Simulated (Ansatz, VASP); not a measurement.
## Si4GePt: VASP beside Ansatz

```
CELL_PARAMETERS angstrom
4.79947 0.00000 0.00000
-2.39974 4.15647 0.00000
0.00000 0.00000 4.99563
ATOMIC_POSITIONS crystal
Si 0.33333 0.66667 0.21008
Si 0.33333 0.66667 0.78992
Si 0.66667 0.33333 0.78992
Si 0.66667 0.33333 0.21008
Ge 0.00000 0.00000 0.00000
Pt 0.00000 0.00000 0.50000
```

Alike in both runs: task relaxation of cell and atoms; functional PBE; k mesh 6 × 6 × 4; occupations gaussian, width 0.1 eV; no spin polarisation.

|  | VASP | Ansatz |
| --- | --- | --- |
| version | VASP 6.6.1 | Ansatz 0.2.0 |
| potentials or method | VASP PAW PBE potentials, release 64 (Si, Ge_d, Pt), cutoff 600 eV | scalar-relativistic, plane waves, PAW |
| valence electrons in the cell | 40 | 48 |

VASP gave:

```
gap on the k mesh at the Fermi level, each at its own relaxed structure (eV) : none
relaxed volume (Å³/atom)                                                     : 16.24
relaxed length of the cell vector where the two differ most in proportion (Å)              : 5.962
```

**Question.** Estimate Ansatz's values.

**Answer.** gap on the k mesh at the Fermi level, each at its own relaxed structure (eV): none; relaxed volume (Å³/atom): 16.24; relaxed length of the cell vector where the two differ most in proportion (Å): 5.931.

A gap of «none» marks a metal or a gap that the smearing closes. VASP's potentials hold 40 valence electrons a cell and Ansatz's 48, so a difference there can come from the potentials and not from the codes.

Neither program's run includes spin-orbit coupling. Noted on VASP's run: too few bands were computed for a metal, which touches its energy and stress.
